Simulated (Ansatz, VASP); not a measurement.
# Two plane-wave programs on TaPbSe3

```
Ta Pb Se
1.0
     5.27099    0.00000    0.00000
     0.00000    5.27099    0.00000
     0.00000    0.00000    5.27099
Ta Pb Se
1 1 3
Cartesian
  0.0000 0.0000 0.0000
  2.6355 2.6355 2.6355
  0.0000 2.6355 2.6355
  2.6355 0.0000 2.6355
  2.6355 2.6355 0.0000
```

Alike in both runs: functional r2SCAN; k mesh 4 × 4 × 4; occupations gaussian, width 0.1 eV; collinear spin.

Ansatz relaxed the structure, and its values are those at the end. VASP's run is a single point on that final structure, the one shown.

```csv
,VASP,Ansatz
version,VASP 6.6.1,Ansatz 0.2.0
potentials or method,"VASP PAW PBE potentials, release 64 (Ta_pv, Pb_d, Se), cutoff 520 eV","scalar-relativistic, plane waves, PAW"
valence electrons in the cell,43,75
```

Ansatz gave:

```
gap on the k mesh at the Fermi level (eV)                     : none
pressure (GPa)                                                : 0.1
net moment per atom (μB)                                      : 0.43
size of the moment on the site where the two differ most (μB) : 2.63
```

Q: Which values does VASP return?

A: gap on the k mesh at the Fermi level (eV): none; pressure (GPa): 0.2; net moment per atom (μB): 0.43; size of the moment on the site where the two differ most (μB): 2.08.

VASP's potentials were made for PBE, not for r2SCAN. Site moments also hang on the region over which each program counts them. A gap of «none» marks a metal or a gap that the smearing closes. VASP's potentials hold 43 valence electrons a cell and Ansatz's 75, so a difference there can come from the potentials and not from the codes.

Spin-orbit coupling is off throughout.
